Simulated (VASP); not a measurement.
BN: single point with PBE

The system is BN.

```xyz
4
Lattice="2.5122 0.0000 0.0000 -1.2561 2.1756 0.0000 0.0000 0.0000 8.3437" Properties=species:S:1:pos:R:3 pbc="T T T"
B    -0.0354    1.4150    2.0859
B     1.2207    0.6898    6.2578
N     0.0000    1.4504    6.2578
N     1.2561    0.7252    2.0859
```

This cell differs from its parent crystal: all B atoms moved -0.050 Å, as atom 1 along Cartesian [1 1 0].

```json
{
  "Program": "VASP 6.6.1",
  "Task": "single point",
  "Functional": "PBE",
  "Potentials or basis": "VASP PAW PBE potentials, release 64 (B, N)",
  "Cutoff": "520 eV",
  "k mesh": "12 × 12 × 4",
  "Occupations": "gaussian, width 0.05 eV",
  "Spin": "no spin polarisation"
}
```

* Pressure: 0.8 GPa
* Largest force: 2.132 eV/Å
* Band gap on the k mesh: 4.41 eV, indirect (least direct gap 4.69 eV)

Forces in eV/Å, atoms in the order of the input:
```
B    1.584  1.428  0.000
B    1.272  1.427  0.000
N   -1.272 -1.427  0.000
N   -1.584 -1.428  0.000
```

Stress tensor (GPa, compression positive):
```
 1.23  0.30  0.00
 0.30  1.22  0.00
 0.00  0.00 -0.07
```

Levels at points of the mesh, in eV from the valence-band top:
```
           k point  band 4  band 5  band 6  band 7  band 8  band 9  band 10  band 11  band 12  band 13
(0.00, 0.00, 0.00)   -4.87   -1.90   -1.90   -0.76   -0.75    4.41     7.78    10.03    10.77    10.82
(0.50, 0.00, 0.00)   -8.72   -4.40   -3.82   -1.10   -0.68    4.41     5.25     9.43     9.90    12.09
(0.00, 0.50, 0.00)   -8.75   -4.30   -3.88   -1.07   -0.71    4.48     5.17     9.40     9.84    12.10
(0.50, 0.50, 0.00)   -8.81   -4.14   -3.99   -1.02   -0.76    4.58     5.06     9.36     9.78    12.10
(0.00, 0.00, 0.50)   -5.19   -1.90   -1.90   -0.76   -0.75    5.70     5.70    10.73    10.77    11.61
(0.50, 0.00, 0.50)   -8.72   -4.40   -3.82   -1.07   -0.71    4.44     5.16     9.63     9.79    12.64
(0.00, 0.50, 0.50)   -8.76   -4.30   -3.88   -1.02   -0.76    4.53     5.06     9.60     9.72    12.65
(0.50, 0.50, 0.50)   -8.81   -4.14   -3.99   -0.94   -0.84    4.69     4.89     9.60     9.64    12.67
```

It took 2.4 min on 1 thread of Intel Xeon 8259CL, with other jobs on the host, peak memory 0.26 GiB.

Caveat: the cell differs from its parent crystal (all B atoms moved -0.050 Å, as atom 1 along Cartesian [1 1 0]); this functional lacks dispersion, which binds the layers, so the pressure and a relaxed spacing across them are unreliable; forces of over 1 eV/Å act on the atoms, so gaps and moduli don't describe the material at rest. A k mesh can miss the band edges.
